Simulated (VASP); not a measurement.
# Zr2C (R-3m) in VASP: notebook

Runs on Zr2C. Level: PBEsol. Tasks: single point, relaxation of cell and atoms.

Program: VASP 6.6.1. These are calculated values, not measurements. Logs are shortened: lines on timing, memory, paths and dates and some standing lists are left out, and cuts for length are marked.

## (1) The cell of the first run

It takes space group R-3m (No. 166, trigonal). Conventional cell: a = 3.300 Å, b = 3.300 Å, c = 16.018 Å, α = 90.00°, β = 90.00°, γ = 120.00°. Zr (site symmetry 3m) has 3 C at 2.28 Å within 3.0 Å. Within 3.0 Å of C (site symmetry -3m) lie 6 Zr at 2.28 Å.

## (2) Single point, PBEsol

INCAR

```
PREC = Accurate
ENCUT = 520
EDIFF = 1E-6
ISMEAR = 0
SIGMA = 0.1
LREAL = F
LASPH = T
NELM = 80
ALGO = Normal
ISIF = 2
LWAVE = F
LCHARG = F
GGA = PS
NBANDS = 21
```

KPOINTS

```
regular mesh
0
Gamma
  6 6 6
```

POSCAR

```
Zr2C
1.0
    1.6499383433      0.9525923467      5.3394895959
   -1.6499383433      0.9525923467      5.3394895959
    0.0000000000     -1.9051846933      5.3394895959
Zr C
2 1
Direct
    0.2450135203      0.2450135203      0.2450135203
    0.7549864797      0.7549864797      0.7549864797
    0.5000000000      0.5000000000      0.5000000000
```

Potentials or basis: VASP PAW PBE potentials, release 64 (Zr_sv, C).

The run is started by

```console
$ cat potpaw_PBE.64/Zr_sv/POTCAR potpaw_PBE.64/C/POTCAR > POTCAR
$ mpirun -np 1 vasp_std > vasp.out
```

OUTCAR:

```text
PREC = Accurate
   ENCUT = 520
   EDIFF = 1E-6
   ISMEAR = 0
   LREAL = F
   LASPH = T
   NELM = 80
   ISIF = 2
   GGA = PS

 ion  position               nearest neighbor table
   1  0.245  0.245  0.245-   3 2.28   3 2.28   3 2.28   2 3.15   2 3.15   2 3.15   2 3.41   2 3.41
                             2 3.41
   2  0.755  0.755  0.755-   3 2.28   3 2.28   3 2.28   1 3.15   1 3.15   1 3.15   1 3.41   1 3.41
                             1 3.41
   3  0.500  0.500  0.500-   1 2.28   1 2.28   2 2.28   2 2.28   1 2.28   2 2.28

  LATTYP: Found a trigonal (rhomboedric) cell.
 ALAT       =     5.6692043410
 COS(alpha) =     0.8305969582

  Lattice vectors:

 A1 = (   1.6499383433,   0.9525923467,   5.3394895959)
 A2 = (  -1.6499383433,   0.9525923467,   5.3394895959)
 A3 = (   0.0000000000,  -1.9051846933,   5.3394895959)

Analysis of symmetry for initial positions (statically):
=====================================================================
 Subroutine PRICEL returns:
 Original cell was already a primitive cell.

 Routine SETGRP: Setting up the symmetry group for a
 trigonal (rhombohedral) supercell.

 Subroutine GETGRP returns: Found 12 space group operations
 (whereof 12 operations were pure point group operations)
 out of a pool of 12 trial point group operations.

The static configuration has the point symmetry D_3d.

Analysis of symmetry for dynamics (positions and initial velocities):
=====================================================================
 Subroutine PRICEL returns:
 Original cell was already a primitive cell.

 Routine SETGRP: Setting up the symmetry group for a
 trigonal (rhombohedral) supercell.

 Subroutine GETGRP returns: Found 12 space group operations
 (whereof 12 operations were pure point group operations)
 out of a pool of 12 trial point group operations.

The dynamic configuration has the point symmetry D_3d.

 Subroutine INISYM returns: Found 12 space group operations
 (whereof 12 operations are pure point group operations),
 and found     1 'primitive' translations

----------------------------------------------------------------------------------------

                                     Primitive cell

  volume of cell :      50.3531

  direct lattice vectors                    reciprocal lattice vectors
[... 78 lines left out ...]
   NGXF,Y,Z  is equivalent  to a cutoff of  24.63, 24.63, 24.63 a.u.
 SYSTEM =  unknown system
   PREC   = accura    normal or accurate (medium, high low for compatibility)
   ISTART =      0    job   : 0-new  1-cont  2-samecut
   ICHARG =      2    charge: 1-file 2-atom 10-const
   ISPIN  =      1    spin polarized calculation?
   LNONCOLLINEAR =      F non collinear calculations
   LSORBIT =      F    spin-orbit coupling
   LASPH  =      T    aspherical Exc in radial PAW
   ENCUT  =  520.0 eV  38.22 Ry    6.18 a.u.  10.54 10.54 10.54*2*pi/ulx,y,z
   NELM   =     80;   NELMIN=  2; NELMDL= -5     # of ELM steps
   EDIFF  = 0.1E-05   stopping-criterion for ELM
   LREAL  =      F    real-space projection
[... 7 lines left out ...]
   TEBEG  =    0.0;   TEEND  =   0.0 temperature during run
   PSTRESS=    0.0 pullay stress
   NELECT =      28.0000    total number of electrons
   NUPDOWN=      -1.0000    fix difference up-down
   EMIN   =  10.00;   EMAX   =-10.00  energy-range for DOS
   EFERMI =   0.00;   METHOD = LEGACY
   ISMEAR =     0;   SIGMA  =   0.10  broadening in eV -4-tet -1-fermi 0-gaus
   EFERMI_NEDOS =   21; number of points for ismear=-14 and -15
   IALGO  =     38    algorithm
   IMIX   =      4    mixing-type and parameters
     AMIX     =   0.40;   BMIX     =  1.00
     AMIX_MAG =   1.60;   BMIX_MAG =  1.00
  volume/ion in A,a.u.               =      16.78       113.27
  Fermi-wavevector in a.u.,A,eV,Ry     =   1.346229  2.544004 24.658277  1.812332
  Thomas-Fermi vector in A             =   2.474078
   LORBIT       =      0    0 simple, 1 ext, 2 COOP (PROOUT), +10 PAW based schemes
   GGA     = PS    functional components
   LHFCALC =     F    Hartree Fock is set to
   AEXX    =    0.0000 exact exchange contribution
   IVDW    =     0    specifies the selected vdW correction
   LEPSILON=     F    determine dielectric tensor
   LRPA    =     F    only Hartree local field effects (RPA)
 non-spin polarized calculation
 Gauss-broadening in eV      SIGMA  =   0.10
  energy-cutoff  :      520.00
  volume of cell :       50.35
 maximum number of plane-waves:      1375
   NGX = 21   NGY = 21   NGZ = 21

 number of electron      28.0000000 magnetization

 Free energy of the ion-electron system (eV)
  ---------------------------------------------------
  ext. energy  EPLUGINS =         0.00000000
  ---------------------------------------------------
  free energy    TOTEN  =       -29.84625941 eV

  energy without entropy =      -29.83502847  energy(sigma->0) =      -29.84064394

 E-fermi :   8.9729     XC(G=0): -11.5954

 val. band max:        8.9326096720   @ k =   0.5000   0.3333   0.1667
 cond. band min:       8.9928278859   @ k =   0.5000   0.1667   0.0000
 fundamental gap:      0.0602182139
 Fermi energy:         8.9729444388

 k-point     1 :       0.0000    0.0000    0.0000
  band No.  band energies     occupation
      1     -39.3910      2.00000
      2     -39.2611      2.00000
      3     -18.0046      2.00000
      4     -17.1656      2.00000
      5     -17.1656      2.00000
      6     -17.0755      2.00000
[... 565 lines left out ...]
     20      14.1051      0.00000
     21      14.8291      0.00000

 [... further k-points ...]

------------------------ aborting loop because EDIFF is reached ----------------------------------------

  FORCE on cell =-STRESS in cart. coord.  units (eV):
  Direction    XX          YY          ZZ          XY          YZ          ZX
  --------------------------------------------------------------------------------------
  -------------------------------------------------------------------------------------
  Total        0.0175498      0.0175498      0.0181797      0.0000000      0.0000000      0.0000000
  in kB        0.5584158      0.5584158      0.5784560      0.0000000      0.0000000      0.0000000
  external PRESSURE =       0.5650959 kB  Pullay stress =       0.0000000 kB

 VOLUME and BASIS-vectors are now :
 -----------------------------------------------------------------------------
  energy-cutoff  :      520.00
  volume of cell :       50.35
      direct lattice vectors                 reciprocal lattice vectors
     1.649938343  0.952592347  5.339489596     0.303041627  0.174961165  0.062427939
    -1.649938343  0.952592347  5.339489596    -0.303041627  0.174961165  0.062427939
     0.000000000 -1.905184693  5.339489596     0.000000000 -0.349922330  0.062427939

 POSITION                                       TOTAL-FORCE (eV/Angst)
 -----------------------------------------------------------------------------------
      0.00000      0.00000      3.92474         0.000000      0.000000      0.011724
      0.00000      0.00000     12.09373         0.000000     -0.000000     -0.011724
      0.00000      0.00000      8.00923        -0.000000      0.000000      0.000000
 -----------------------------------------------------------------------------------
    total drift:                                0.000000     -0.000000     -0.000000

  FREE ENERGIE OF THE ION-ELECTRON SYSTEM (eV)
  ---------------------------------------------------
  free  energy   TOTEN  =       -29.8462594097 eV

  energy  without entropy=      -29.8350284723  energy(sigma->0) =      -29.84064394
```

It took 94 s on 1 thread of Intel Xeon Platinum 8259CL at 2.50GHz (Skylake/Cascade Lake), shared host; peak memory 0.25 GiB.

What came out:

```
Free energy            : -29.8463 eV
Pressure               : 0.1 GPa
Largest force          : 0.012 eV/Å
Band gap on the k mesh : zero (bands 14 and 15 overlap by 1.27 eV)
```

Forces in eV/Å, atoms in the order of the input:
```
Zr   0.000  0.000  0.012
Zr   0.000  0.000 -0.012
C    0.000  0.000  0.000
```

Caveat: the k points lie up to 0.37 Å⁻¹ apart, too coarse for converged energies and pressures of a metal; the PAW data sets were made with another functional, which shifts forces and pressure a little.

## (3) Relaxation of cell and atoms, PBEsol

This run uses another cell than the first one, of 14.89 Å³/atom.

INCAR

```
SYSTEM = Zr2C
PREC = Accurate
ENCUT = 600
EDIFF = 1E-6
ISMEAR = 0
SIGMA = 0.1
LREAL = .FALSE.
LASPH = .TRUE.
NELM = 100
ALGO = Normal
ISIF = 3
LWAVE = .FALSE.
LCHARG = .FALSE.
GGA = PS
IBRION = 2
NSW = 80
EDIFFG = -0.05
```

KPOINTS

```
Automatic mesh
0
G
  6 6 6
  0 0 0
```

POSCAR

```
Zr2C
1.0
    1.6036989146      0.9258960001      5.0144291462
   -1.6036989146      0.9258960001      5.0144291462
    0.0000000000     -1.8517920001      5.0144291462
Zr C
2 1
Direct
    0.2458180105      0.2458180105      0.2458180105
    0.7541819895      0.7541819895      0.7541819895
    0.5000000000      0.5000000000      0.5000000000
```

Potentials or basis: VASP PAW PBE potentials, release 64 (Zr_sv, C).

The run is started by

```console
$ cat potpaw_PBE.64/Zr_sv/POTCAR potpaw_PBE.64/C/POTCAR > POTCAR
$ mpirun -np 1 vasp_std > vasp.out
```

It took 7.5 min on 1 thread of Intel Xeon Platinum 8259CL at 2.50GHz (Skylake/Cascade Lake), shared host; peak memory 0.36 GiB.

It converged, with:

- Free energy: -29.8431 eV
- Relaxed volume: 16.79 Å³/atom
- Relaxed cell: a = 5.669 Å, b = 5.669 Å, c = 5.669 Å, α = 33.85°, β = 33.85°, γ = 33.85°
- Space group after relaxing (to 0.1 Å): R-3m (No. 166)
- Energy gained by relaxing: 132.1 meV/atom
- Ionic steps: 7
- Pressure after relaxing: -0.1 GPa
- Largest force after relaxing: 0.008 eV/Å
- Band gap on the k mesh: zero (bands 14 and 15 overlap by 1.27 eV)

Forces in eV/Å, atoms in the order of the input:
```
Zr   0.000  0.000 -0.008
Zr   0.000  0.000  0.008
C    0.000  0.000  0.000
```

Step by step:
| step | energy change (eV) | largest force (eV/Å) | pressure (GPa) | volume (Å³) |
| --- | --- | --- | --- | --- |
| 1 | 0.0000 | 1.3979 | 24.35 | 44.67 |
| 2 | 0.8334 | 2.5184 | -24.53 | 60.95 |
| 3 | -0.3652 | 0.6282 | -0.91 | 49.80 |
| 4 | -0.3671 | 0.5313 | 0.31 | 49.47 |
| 5 | -0.3671 | 0.5012 | 0.68 | 49.37 |
| 6 | -0.3899 | 0.2295 | 0.21 | 49.90 |
| 7 | -0.3963 | 0.0083 | -0.10 | 50.38 |

Final structure:
```yaml
crystal:
  lattice:
    - [1.65046, 0.95289, 5.33881]
    - [-1.65046, 0.95289, 5.33881]
    - [0.00000, -1.90579, 5.33881]
  atoms:
    - { symbol: Zr, position: [0.24506, 0.24506, 0.24506] }
    - { symbol: Zr, position: [0.75494, 0.75494, 0.75494] }
    - { symbol: C, position: [0.50000, 0.50000, 0.50000] }
```

Levels at points of the mesh, in eV from the Fermi level:
| k point | band 11 | band 12 | band 13 | band 14 | band 15 | band 16 | band 17 | band 18 |
| --- | --- | --- | --- | --- | --- | --- | --- | --- |
| (0.00, 0.00, 0.00) | -2.70 | -2.70 | -1.99 | 0.80 | 0.80 | 1.09 | 2.91 | 2.91 |
| (0.50, 0.00, 0.00) | -2.94 | -2.41 | -1.51 | -0.79 | 0.25 | 2.66 | 2.82 | 4.48 |
| (0.50, 0.50, 0.00) | -2.65 | -2.64 | -2.05 | -0.60 | 1.18 | 3.61 | 3.74 | 4.57 |
| (0.50, 0.50, 0.50) | -2.57 | -2.57 | -1.06 | -0.08 | 1.17 | 1.17 | 2.72 | 2.72 |

Caveat: the k points lie up to 0.37 Å⁻¹ apart in the final cell, too coarse for converged energies and pressures of a metal; the PAW data sets were made with another functional, which shifts forces and pressure a little.

## (4) Single point, PBEsol

INCAR

```
  PREC = Accurate
  ENCUT = 520
  EDIFF = 1E-7
  ISMEAR = 0
  SIGMA = 0.1
  LREAL = F
  LASPH = T
  NELM = 80
  ALGO = Normal
  ISIF = 2
  LWAVE = F
  LCHARG = F
  GGA = PS
  NBANDS = 21
```

KPOINTS

```
regular mesh
0
Gamma
  12 12 12
```

POSCAR

```
Zr2C
1.0
    1.6508192836      0.9531009578      5.3271551852
   -1.6508192836      0.9531009578      5.3271551852
    0.0000000000     -1.9062019156      5.3271551852
Zr C
2 1
Direct
    0.2449583386      0.2449583386      0.2449583386
    0.7550416614      0.7550416614      0.7550416614
    0.5000000000      0.5000000000      0.5000000000
```

The run is started by

```console
$ cat potpaw_PBE.64/Zr_sv/POTCAR potpaw_PBE.64/C/POTCAR > POTCAR
$ mpirun -np 1 vasp_std > vasp.out
```

It took 9.5 min on 1 thread of Intel Xeon Platinum 8259CL at 2.50GHz (Skylake/Cascade Lake), shared host; peak memory 0.37 GiB.

It converged, with:

```
Free energy            : -29.8591 eV
Pressure               : 0.3 GPa
Largest force          : 0.019 eV/Å
Band gap on the k mesh : zero (bands 14 and 15 overlap by 1.30 eV)
```

Forces on the atoms (eV/Å):
```
Zr   0.000  0.000  0.019
Zr   0.000  0.000 -0.019
C    0.000  0.000  0.000
```

Levels at points of the mesh, in eV from the Fermi level:
| k point | band 10 | band 11 | band 12 | band 13 | band 14 | band 15 | band 16 | band 17 | band 18 | band 19 |
| --- | --- | --- | --- | --- | --- | --- | --- | --- | --- | --- |
| (0.00, 0.00, 0.00) | -4.83 | -2.72 | -2.72 | -1.97 | 0.80 | 0.80 | 1.13 | 2.93 | 2.93 | 4.05 |
| (0.50, 0.00, 0.00) | -4.22 | -2.92 | -2.42 | -1.49 | -0.78 | 0.26 | 2.68 | 2.86 | 4.48 | 4.60 |
| (0.50, 0.50, 0.00) | -4.76 | -2.65 | -2.63 | -2.04 | -0.59 | 1.19 | 3.61 | 3.77 | 4.59 | 4.65 |
| (0.50, 0.50, 0.50) | -5.24 | -2.59 | -2.59 | -1.05 | -0.04 | 1.18 | 1.18 | 2.72 | 2.72 | 2.98 |

Caveat: the PAW data sets were made with another functional, which shifts forces and pressure a little.

## (5) Relaxation of cell and atoms, PBEsol

INCAR

```
ALGO = Normal
EDIFF = 1E-7
EDIFFG = -0.01
ENCUT = 600
GGA = PS
IBRION = 2
ISIF = 3
ISMEAR = 0
LASPH = T
LCHARG = F
LREAL = F
LWAVE = F
NELM = 60
NSW = 80
PREC = Accurate
SIGMA = 0.1
```

KPOINTS

```
k-points
0
Gamma
  12 12 12
```

POSCAR

```
Zr2C
1.0
    1.6499383433      0.9525923467      5.3394895959
   -1.6499383433      0.9525923467      5.3394895959
    0.0000000000     -1.9051846933      5.3394895959
Zr C
2 1
Direct
    0.2450135203      0.2450135203      0.2450135203
    0.7549864797      0.7549864797      0.7549864797
    0.5000000000      0.5000000000      0.5000000000
```

The run is started by

```console
$ cat potpaw_PBE.64/Zr_sv/POTCAR potpaw_PBE.64/C/POTCAR > POTCAR
$ mpirun -np 1 vasp_std > vasp.out
```

It took 29 min on 1 thread of Intel Xeon Platinum 8259CL at 2.50GHz (Skylake/Cascade Lake), shared host; peak memory 0.47 GiB.

The run converged. Its results:

| Quantity | Value |
| --- | --- |
| Free energy | -29.8604 eV |
| Relaxed volume | 16.79 Å³/atom |
| Relaxed cell | a = 5.661 Å, b = 5.661 Å, c = 5.661 Å, α = 33.93°, β = 33.93°, γ = 33.93° |
| Space group after relaxing (to 0.1 Å) | R-3m (No. 166) |
| Energy gained by relaxing | 0.1 meV/atom |
| Ionic steps | 5 |
| Pressure after relaxing | 0.0 GPa |
| Band gap on the k mesh | zero (bands 14 and 15 overlap by 1.30 eV) |

Forces in eV/Å, atoms in the order of the input:
```
Zr   0.000  0.000  0.003
Zr   0.000  0.000 -0.003
C    0.000  0.000  0.000
```

Step by step:
| step | energy change (eV) | largest force (eV/Å) | pressure (GPa) | volume (Å³) |
| --- | --- | --- | --- | --- |
| 1 | 0.0000 | 0.0241 | -0.02 | 50.35 |
| 2 | -0.0002 | 0.0128 | 0.11 | 50.34 |
| 3 | -0.0002 | 0.0105 | 0.10 | 50.34 |
| 4 | -0.0002 | 0.0096 | -0.17 | 50.41 |
| 5 | -0.0002 | 0.0026 | -0.01 | 50.37 |

Final structure:
```cif
data_structure
_symmetry_space_group_name_H-M 'P 1'
_symmetry_Int_Tables_number 1
_cell_length_a 5.6606
_cell_length_b 5.6606
_cell_length_c 5.6606
_cell_angle_alpha 33.931
_cell_angle_beta 33.931
_cell_angle_gamma 33.931
_cell_volume 50.37
loop_
_atom_site_label
_atom_site_type_symbol
_atom_site_fract_x
_atom_site_fract_y
_atom_site_fract_z
_atom_site_occupancy
Zr1 Zr 0.24495 0.24495 0.24495 1
Zr2 Zr 0.75505 0.75505 0.75505 1
C1 C 0.50000 0.50000 0.50000 1
```

Levels at points of the mesh, in eV from the Fermi level:
| k point | band 11 | band 12 | band 13 | band 14 | band 15 | band 16 | band 17 | band 18 |
| --- | --- | --- | --- | --- | --- | --- | --- | --- |
| (0.00, 0.00, 0.00) | -2.72 | -2.72 | -1.97 | 0.80 | 0.80 | 1.13 | 2.93 | 2.93 |
| (0.50, 0.00, 0.00) | -2.92 | -2.42 | -1.49 | -0.78 | 0.26 | 2.67 | 2.86 | 4.47 |
| (0.50, 0.50, 0.00) | -2.65 | -2.62 | -2.04 | -0.59 | 1.19 | 3.60 | 3.76 | 4.58 |
| (0.50, 0.50, 0.50) | -2.59 | -2.59 | -1.05 | -0.04 | 1.18 | 1.18 | 2.72 | 2.72 |

Caveat: the PAW data sets were made with another functional, which shifts forces and pressure a little.

## (6) The runs side by side

| task | cell | k mesh | cutoff (eV) | gap on the mesh (eV) | pressure (GPa) | relaxed volume (Å³/atom) | largest force (eV/Å) |
| --- | --- | --- | --- | --- | --- | --- | --- |
| single point | a = 5.669 Å, angles 33.8°, 3 atoms, atomic positions A | 6 × 6 × 6 | 520 | none | 0.1 | - | 0.01 |
| relaxation of cell and atoms | relaxed from a = 5.345 Å, angles 34.9°, 3 atoms, atomic positions B | 6 × 6 × 6 | 600 | none | -0.1 | 16.79 | 0.01 |
| single point | a = 5.658 Å, angles 33.9°, 3 atoms, atomic positions C | 12 × 12 × 12 | 520 | none | 0.3 | - | 0.02 |
| relaxation of cell and atoms | relaxed from a = 5.669 Å, angles 33.8°, 3 atoms, atomic positions A | 12 × 12 × 12 | 600 | none | 0.0 | 16.79 | - |

Alike in all rows: level PBEsol; potentials or basis VASP PAW PBE potentials, release 64 (Zr_sv, C); no spin polarisation; smearing gaussian 0.1 eV.

Caveats: some runs use coarse meshes; the PAW data sets were made with another functional, which shifts forces and pressure a little.

Absolute energies hang on the potentials; compare differences alone.

The gap in the log of VASP goes by the Fermi energy; the results here count the filled bands.